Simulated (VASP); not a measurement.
SnSe2:

```xyz
3
Lattice="1.9123 1.1041 6.3351 -1.9123 1.1041 6.3351 0.0000 -2.2081 6.3351" Properties=species:S:1:pos:R:3 pbc="T T T"
Sn    0.0000    0.0000    0.0000
Se    0.0000    0.0000    4.7619
Se    0.0000    0.0000   14.2434
```

Base run:

- Program: VASP 6.6.1
- Functional: r2SCAN
- Potentials or basis: VASP PAW PBE potentials, release 64 (Sn_d, Se)
- Cutoff: 520 eV
- k mesh: 6 × 6 × 6
- Occupations: gaussian, width 0.01 eV
- Spin: no spin polarisation

Its results: band gap on the k mesh 0.58 eV, indirect (least direct gap 0.82 eV); pressure 1.0 GPa; largest force 0.020 eV/Å.

The run is repeated on the same cell with these changes: functional from r2SCAN to PBE. What comes out?

Band gap on the k mesh 0.30 eV, indirect (least direct gap 0.54 eV); pressure 3.0 GPa; largest force 0.251 eV/Å.

r2SCAN gives the wider gap, since meta-GGAs in the generalised Kohn-Sham scheme recover part of the derivative discontinuity.

Caveats: spin-orbit coupling is left out, which moves the levels of the heavy elements; the PAW data sets were made with another functional, which shifts forces and pressure a little (some runs).

A k mesh can miss the band edges.
